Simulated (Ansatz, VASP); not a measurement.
**SiO2 in VASP and in Ansatz**

The input POSCAR:

```
SiO2
1.0
    4.9755888200      0.0000000000      0.0000000000
    0.0000000000      4.9755888200      0.0000000000
    0.0000000000      0.0000000000      6.9008894400
Si O
4 8
Direct
    0.1967534400      0.1967534400      0.0000000000
    0.3032465600      0.6967534400      0.7500000000
    0.6967534400      0.3032465600      0.2500000000
    0.8032465600      0.8032465600      0.5000000000
    0.6103870700      0.7382423700      0.6820415600
    0.3896129300      0.2617576300      0.1820415600
    0.7382423700      0.6103870700      0.3179584400
    0.2382423700      0.8896129300      0.9320415600
    0.2617576300      0.3896129300      0.8179584400
    0.1103870700      0.7617576300      0.5679584400
    0.8896129300      0.2382423700      0.0679584400
    0.7617576300      0.1103870700      0.4320415600
```

File INCAR.step1:

```
SYSTEM = SiO2
ALGO = Normal
EDIFF = 1E-4
ENCUT = 520
GGA = PE
ISMEAR = 0
LASPH = .True.
LCHARG = .False.
LREAL = .False.
LWAVE = .True.
NBANDS = 44
NELM = 80
PREC = Accurate
SIGMA = 0.1
```

File INCAR.step2:

```
SYSTEM = SiO2
ALGO = Normal
EDIFF = 1E-7
ENCUT = 520
ISIF = 2
ISMEAR = 0
ISTART = 1
LASPH = .True.
LCHARG = .True.
LELF = .True.
LMIXTAU = .True.
LREAL = .False.
LVHAR = .True.
LWAVE = .False.
METAGGA = R2SCAN
NBANDS = 44
NELM = 80
PREC = Accurate
SIGMA = 0.1
```

The input KPOINTS:

```
k-points
0
Gamma
  4 4 4
  0 0 0
```

Input for Ansatz:

```yaml
crystal:
  lattice:
    - [4.97558882, 0.0, 0.0]
    - [0.0, 4.97558882, 0.0]
    - [0.0, 0.0, 6.90088944]
  atoms:
    - { symbol: Si, position: [0.19675344, 0.19675344, 0.0] }
    - { symbol: Si, position: [0.30324656, 0.69675344, 0.75] }
    - { symbol: Si, position: [0.69675344, 0.30324656, 0.25] }
    - { symbol: Si, position: [0.80324656, 0.80324656, 0.5] }
    - { symbol: O, position: [0.61038707, 0.73824237, 0.68204156] }
    - { symbol: O, position: [0.38961293, 0.26175763, 0.18204156] }
    - { symbol: O, position: [0.73824237, 0.61038707, 0.31795844] }
    - { symbol: O, position: [0.23824237, 0.88961293, 0.93204156] }
    - { symbol: O, position: [0.26175763, 0.38961293, 0.81795844] }
    - { symbol: O, position: [0.11038707, 0.76175763, 0.56795844] }
    - { symbol: O, position: [0.88961293, 0.23824237, 0.06795844] }
    - { symbol: O, position: [0.76175763, 0.11038707, 0.43204156] }
basis:
  ecutwfc: 500
kpoints:
  mp_grid: { grid: [4, 4, 4] }
hamiltonian:
  xc: r2scan
scf:
  occupations: { method: gaussian, width: 0.1 }
output:
  forces: true
  stress: true
  eigenvalues: true
```

Alike in both runs: task single point; functional r2SCAN; k mesh 4 × 4 × 4; occupations gaussian, width 0.1 eV; no spin polarisation.

```csv
,VASP,Ansatz
version,VASP 6.6.1,Ansatz 0.2.0
potentials or method,"VASP PAW PBE potentials, release 64 (Si, O), cutoff 520 eV","scalar-relativistic, plane waves, PAW"
valence electrons in the cell,64,64
```

|  | VASP | Ansatz | Ansatz less VASP |
| --- | --- | --- | --- |
| gap on the k mesh at the Fermi level (eV) | 6.35 | 6.35 | -0.001 |
| least direct gap on the mesh (eV) | 6.35 | 6.35 | -0.001 |
| pressure (GPa) | 0.3 | 0.1 | -0.19 |
| rms of the force components (eV/Å) | 0.010 | 0.014 | +0.0045 |

VASP's potentials were made for PBE, not for r2SCAN. Atom by atom the forces differ by 0.009 eV/Å (rms over components). The functional is the same, so the differences come from potentials, cutoffs and numerics.
